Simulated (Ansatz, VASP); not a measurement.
**SiB6 in VASP and in Ansatz**

The input INCAR:

```
PREC = Accurate ; ENCUT = 600
EDIFF = 1E-7 ; ISMEAR = 0
SIGMA = 0.01 ; LREAL = F
LASPH = T ; NELM = 80
ALGO = Normal ; ISIF = 3
LWAVE = F ; LCHARG = F
GGA = PE ; IBRION = 2
NSW = 100 ; EDIFFG = -0.01
```

File KPOINTS:

```
Automatic mesh
0
Gamma
  8 8 8
```

POSCAR

```
SiB6
1.0
    4.1339652704      0.0000000000      0.0000000000
    0.0000000000      4.1339652704      0.0000000000
    0.0000000000      0.0000000000      4.1339652704
Si B
1 6
Direct
    0.0000000000      0.0000000000      0.0000000000
    0.2004363780      0.5000000000      0.5000000000
    0.5000000000      0.2004363780      0.5000000000
    0.7995636220      0.5000000000      0.5000000000
    0.5000000000      0.7995636220      0.5000000000
    0.5000000000      0.5000000000      0.2004363780
    0.5000000000      0.5000000000      0.7995636220
```

Input for Ansatz:

```yaml
crystal:
  lattice:
    - [4.1339652704, 0.0, 0.0]
    - [0.0, 4.1339652704, 0.0]
    - [0.0, 0.0, 4.1339652704]
  atoms:
    - { symbol: Si, position: [0.0, 0.0, 0.0] }
    - { symbol: B, position: [0.200436378, 0.5, 0.5] }
    - { symbol: B, position: [0.5, 0.200436378, 0.5] }
    - { symbol: B, position: [0.799563622, 0.5, 0.5] }
    - { symbol: B, position: [0.5, 0.799563622, 0.5] }
    - { symbol: B, position: [0.5, 0.5, 0.200436378] }
    - { symbol: B, position: [0.5, 0.5, 0.799563622] }
basis:
  ecutwfc: 420
kpoints:
  mp_grid: { grid: [8, 8, 8] }
hamiltonian:
  xc: pbe
scf:
  occupations: { method: gaussian, width: 0.01 }
output:
  forces: true
  stress: true
  eigenvalues: true
  write_density: true
  write_potential: true
  elf: true
  volumetric_format: npy
relax:
  adjacent_minimum: "off"
  f_tol: 0.01
  max_steps: 80
  cell: { stress_tol: 0.05 }
```

Alike in both runs: task relaxation of cell and atoms; functional PBE; k mesh 8 × 8 × 8; occupations gaussian, width 0.01 eV; no spin polarisation.

|  | VASP | Ansatz |
| --- | --- | --- |
| version | VASP 6.6.1 | Ansatz 0.2.0 |
| potentials or method | VASP PAW PBE potentials, release 64 (Si, B), cutoff 600 eV | scalar-relativistic, plane waves, PAW |
| valence electrons in the cell | 22 | 22 |

|  | VASP | Ansatz | Ansatz less VASP |
| --- | --- | --- | --- |
| gap on the k mesh at the Fermi level, each at its own relaxed structure (eV) | 0.06 | 0.06 | +0.004 |
| relaxed volume (Å³/atom) | 10.09 | 10.08 | -0.008 |
| relaxed length of the cell vector where the two differ most in proportion (Å) | 4.134 | 4.132 | -0.0011 |
